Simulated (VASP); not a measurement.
# CoOs2: relaxation of cell and atoms with PBE

Crystal: CoOs2.

```xyz
3
Lattice="4.2352 0.0000 0.0000 -2.1176 3.6678 0.0000 0.0000 0.0000 2.6783" Properties=species:S:1:pos:R:3 pbc="T T T"
Co    0.0000    0.0000    0.0000
Os    0.0000    2.4452    1.3392
Os    2.1176    1.2226    1.3392
```

```yaml
Program: VASP 6.6.1
Task: relaxation of cell and atoms
Functional: PBE
Potentials_or_basis: VASP PAW PBE potentials, release 64 (Co, Os)
Cutoff: 600 eV
k_mesh: 12 × 12 × 18
Occupations: gaussian, width 0.1 eV
Spin: no spin polarisation
Dipole_correction: no
Further_INCAR_settings: ALGO = Fast; EDIFF = 1e-06; IBRION = 2; EDIFFG = -0.01; NSW = 100; ISIF = 3
```

The relaxed volume is 13.81 Å³/atom and the relaxed cell is a = 4.245 Å, b = 4.245 Å, c = 2.655 Å, α = 90.00°, β = 90.00°, γ = 120.00°. The space group after relaxing (to 0.1 Å) is P6/mmm (No. 191). The energy gained by relaxing is 1.2 meV/atom and the ionic steps are 5. The pressure after relaxing is 0.0 GPa and the band gap on the k mesh is zero (an odd number of electrons rules out a gap without spin polarisation).

Step by step:
```csv
step,energy change (eV),largest force (eV/Å),pressure (GPa),volume (Å³)
1,0.0000,0.0000,-0.69,41.61
2,-0.0025,0.0000,1.44,41.24
3,-0.0035,0.0000,0.65,41.37
4,-0.0025,0.0000,-1.51,41.62
5,-0.0037,0.0000,0.03,41.44
```

Final structure:
```yaml
crystal:
  lattice:
    - [4.24507, 0.00000, 0.00000]
    - [-2.12254, 3.67634, 0.00000]
    - [0.00000, 0.00000, 2.65544]
  atoms:
    - { symbol: Co, position: [0.00000, 0.00000, 0.00000] }
    - { symbol: Os, position: [0.33333, 0.66667, 0.50000] }
    - { symbol: Os, position: [0.66667, 0.33333, 0.50000] }
```

Levels at points of the mesh, in eV from the Fermi level:
```
           k point  band 10  band 11  band 12  band 13  band 14  band 15  band 16
(0.00, 0.00, 0.00)    -1.64    -1.18    -1.18    -1.10    -1.10     1.81     1.81
(0.50, 0.00, 0.00)    -1.00    -0.90    -0.39     0.07     0.25     0.99     1.74
(0.00, 0.00, 0.50)    -2.14    -0.22    -0.22     0.76     0.76     0.91     3.91
(0.50, 0.00, 0.50)    -1.33    -0.75     0.01     0.52     1.15     2.93     3.12
```

It took 10 min on 1 thread of AMD EPYC 7R13 Processor (Zen 3), with other jobs on the host, peak memory 0.29 GiB.

Caveat: spin-orbit coupling is left out, which moves the levels of the heavy elements; the run has no spin polarisation, though such a crystal can be magnetic. Spin polarisation is off, so any magnetic state and its effect on volume and gap are missing.
